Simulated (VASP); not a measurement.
Set up this calculation in VASP 6.6.1, as the native input.

* Task: relaxation of cell and atoms
* Functional: PBE
* Potentials or basis: VASP PAW PBE potentials, release 64 (Sc_sv, Sb, S)
* Cutoff: 600 eV
* k mesh: 4 × 4 × 4
* Occupations: gaussian, width 0.1 eV
* Spin: no spin polarisation
* Dipole correction: no
* Further INCAR settings: ALGO = Normal; EDIFF = 1e-07; IBRION = 2; EDIFFG = -0.04; NSW = 90; ISIF = 3

The structure of ScSb3S lies in POSCAR:

```
ScSb3S
1.0
    5.4629825800      0.0000000000      0.0000000000
    0.0000000000      5.4629825800      0.0000000000
    0.0000000000      0.0000000000      5.4629825800
Sc Sb S
1 3 1
Direct
    0.5000000000      0.5000000000      0.5000000000
    0.0000000000      0.5000000000      0.5000000000
    0.5000000000      0.0000000000      0.5000000000
    0.5000000000      0.5000000000      0.0000000000
    0.0000000000      0.0000000000      0.0000000000
```

One way to write it, as run:

INCAR

```
PREC     = Accurate       # precision mode
ENCUT    = 600            # plane-wave cutoff, eV
EDIFF    = 1E-7           # SCF threshold, eV
ISMEAR   = 0              # smearing method
SIGMA    = 0.1            # smearing width, eV
LREAL    = False          # projectors in reciprocal space
LASPH    = True           # aspherical terms in the spheres
NELM     = 60             # most SCF steps
ALGO     = Normal         # electronic algorithm
ISIF     = 3              # what is computed and relaxed
LWAVE    = False          # write WAVECAR
LCHARG   = False          # write CHGCAR
GGA      = PE             # functional
IBRION   = 2              # ionic algorithm
NSW      = 90             # ionic steps
EDIFFG   = -0.04          # ionic threshold
```

KPOINTS

```
regular mesh
0
Gamma
  4 4 4
```

Potentials or basis: VASP PAW PBE potentials, release 64 (Sc_sv, Sb, S).

The run is started by

```sh
$ cat potpaw_PBE.64/Sc_sv/POTCAR potpaw_PBE.64/Sb/POTCAR potpaw_PBE.64/S/POTCAR > POTCAR
$ mpirun -np 1 vasp_std > vasp.out
```

It gave:

```
Relaxed volume                         : 31.58 Å³/atom
Relaxed cell                           : a = 5.405 Å, b = 5.405 Å, c = 5.405 Å, α = 90.00°, β = 90.00°, γ = 90.00°
Space group after relaxing (to 0.05 Å) : Pm-3m (No. 221)
Energy gained by relaxing              : 3.2 meV/atom
Ionic steps                            : 2
Pressure after relaxing                : 0.1 GPa
Band gap on the k mesh                 : zero (band 16 reaches 4.42 eV, above the bottom of band 17 at 2.84 eV)
```

Caveat: spin-orbit coupling is left out, which moves the levels of the heavy elements.

It took 54 s on 1 thread of AMD EPYC 9R45 96-Core Processor (Zen 5) (shared host), peak memory 0.33 GiB.
